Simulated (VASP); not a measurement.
A run of VASP 6.6.1 is set up as follows.

POSCAR

```
Cu
1.0
   -1.4427933200      1.4427933200      1.3760814500
    1.4427933200     -1.4427933200      1.3760814500
    1.4427933200      1.4427933200     -1.3760814500
Cu
1
Direct
    0.0000000000      0.0000000000      0.0000000000
```

File INCAR.step1:

```
ALGO     = Normal         # electronic algorithm
EDIFF    = 1E-6           # SCF threshold, eV
ENCUT    = 520            # plane-wave cutoff, eV
GGA_COMPAT= F            
ISIF     = 2              # what is computed and relaxed
ISMEAR   = -1             # smearing method
ISPIN    = 2              # spin polarisation
LASPH    = T              # aspherical terms in the spheres
LCHARG   = T              # write CHGCAR
LMAXMIX  = 4              # l up to which the mixer works
LORBIT   = 11             # projections on sites
LREAL    = F              # projectors in reciprocal space
LWAVE    = F              # write WAVECAR
MAGMOM   = 0.7            # initial moments
NBANDS   = 16             # bands
NEDOS    = 2001           # points of the DOS
NELM     = 200            # most SCF steps
PREC     = Accurate       # precision mode
SIGMA    = 0.05           # smearing width, eV
```

File KPOINTS.step1:

```
k-points
0
Gamma
  14 14 14
```

INCAR.step2

```
ALGO     = Normal         # electronic algorithm
EDIFF    = 1E-6           # SCF threshold, eV
ENCUT    = 520            # plane-wave cutoff, eV
GGA_COMPAT= F            
ICHARG   = 11             # starting density
ISIF     = 2              # what is computed and relaxed
ISMEAR   = -5             # smearing method
ISPIN    = 2              # spin polarisation
LASPH    = T              # aspherical terms in the spheres
LCHARG   = F              # write CHGCAR
LMAXMIX  = 4              # l up to which the mixer works
LORBIT   = 11             # projections on sites
LREAL    = F              # projectors in reciprocal space
LWAVE    = F              # write WAVECAR
MAGMOM   = 0.7            # initial moments
NEDOS    = 1001           # points of the DOS
NELM     = 200            # most SCF steps
PREC     = Accurate       # precision mode
SIGMA    = 0.05           # smearing width, eV
```

File KPOINTS.step2:

```
k-points
0
Gamma
  21 21 21
```

Potentials or basis: VASP PAW LDA potentials, release 64 (Cu).

Launch:

```sh
$ cat potpaw_LDA.64/Cu/POTCAR > POTCAR
$ cp INCAR.step1 INCAR
$ cp KPOINTS.step1 KPOINTS
$ mpirun -np 1 vasp_std > vasp.out
$ cp INCAR.step2 INCAR
$ cp KPOINTS.step2 KPOINTS
$ mpirun -np 1 vasp_std > vasp.out
```

(1) What does it give for the net moment?

## Answers

(1) 0.00 μB per cell.
